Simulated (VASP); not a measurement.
Runs of VASP 6.6.1 on Ba. The structure is that of space group Im-3m (No. 229), or close to it. The cells are those of the table. 

| task | level | potentials or basis | cell | k mesh | gap on the mesh (eV) | pressure (GPa) | relaxed volume (Å³/atom) |
| --- | --- | --- | --- | --- | --- | --- | --- |
| single point | LDA | VASP PAW LDA potentials, release 64 (Ba_sv) | a = 4.119 Å, angles 109.5°, 1 atom | 15 × 15 × 15 | none | 0.1 | - |
| relaxation of cell and atoms | PBE | VASP PAW PBE potentials, release 64 (Ba_sv) | relaxed from a = 4.347 Å, angles 109.5°, 1 atom | 15 × 15 × 15 | none | 0.0 | (a) |
| single point | PBEsol | VASP PAW PBE potentials, release 64 (Ba_sv) | a = 4.347 Å, angles 109.5°, 1 atom | 23 × 23 × 23 | none | -0.6 | - |
| single point | PBE | VASP PAW PBE potentials, release 64 (Ba_sv) | a = 4.347 Å, angles 109.5°, 1 atom | 15 × 15 × 15 | none | 0.0 | - |
| single point | PBEsol | VASP PAW PBE potentials, release 64 (Ba_sv) | a = 4.226 Å, angles 109.5°, 1 atom | 23 × 23 × 23 | none | 0.1 | - |
| relaxation of cell and atoms | LDA | VASP PAW LDA potentials, release 64 (Ba_sv) | relaxed from a = 4.347 Å, angles 109.5°, 1 atom | 15 × 15 × 15 | none | 0.0 | 54.11 |
| relaxation of cell and atoms | PBEsol | VASP PAW PBE potentials, release 64 (Ba_sv) | relaxed from a = 4.347 Å, angles 109.5°, 1 atom | 15 × 15 × 15 | none | 0.0 | 58.50 |
| single point | PBEsol | VASP PAW PBE potentials, release 64 (Ba_sv) | a = 4.226 Å, angles 109.5°, 1 atom | 15 × 15 × 15 | none | 0.1 | - |

Alike in all rows: no spin polarisation; cutoff (eV) 500; smearing methfessel-paxton 0.1 eV.

Task: Estimate the missing entries.

Result: (a) 63.49.

Caveats: spin-orbit coupling is left out, which moves the levels of the heavy elements; the PAW data sets were made with another functional, which shifts forces and pressure a little (at least some runs).

A k mesh can miss the band edges, and the runs leave out spin-orbit coupling on Ba.

A gap of «none» marks levels without a gap at the run's occupations.
